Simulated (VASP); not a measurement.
Input of a VASP 6.6.1 run:

File INCAR:

```
SYSTEM = AlNi
PREC = Accurate
ENCUT = 520
EDIFF = 1E-7
ISMEAR = 0
SIGMA = 0.1
LREAL = .False.
LASPH = .True.
NELM = 60
ALGO = Fast
ISIF = 2
LWAVE = .False.
LCHARG = .False.
GGA = PE
NBANDS = 14
```

File KPOINTS:

```
regular mesh
0
Gamma
  18 18 18
  0 0 0
```

The input POSCAR:

```
AlNi
1.0
    2.8713937465      0.0000000000      0.0000000000
    0.0000000000      2.8713937465      0.0000000000
    0.0000000000      0.0000000000      2.9798846941
Al Ni
1 1
Direct
    0.5000000000      0.5000000000      0.5000000000
    0.0000000000      0.0000000000      0.0000000000
```

Potentials or basis: VASP PAW PBE potentials, release 64 (Al, Ni).

The run is started by

```console
$ cat potpaw_PBE.64/Al/POTCAR potpaw_PBE.64/Ni/POTCAR > POTCAR
$ mpirun -np 1 vasp_std > vasp.out
```

Problem. Predict the band gap on the k mesh.

Solution. Zero (an odd number of electrons rules out a gap without spin polarisation).

Problem. What does it give for the pressure?

Solution. -2.3 GPa.

Stress tensor (GPa, compression positive):
```
-1.60  0.00  0.00
 0.00 -1.60  0.00
 0.00  0.00 -3.76
```

Caveat: the cell differs from its parent crystal (uniaxial strain along c: +3.0 %). Spin polarisation is off, so any magnetic state and its effect on volume and gap are missing.
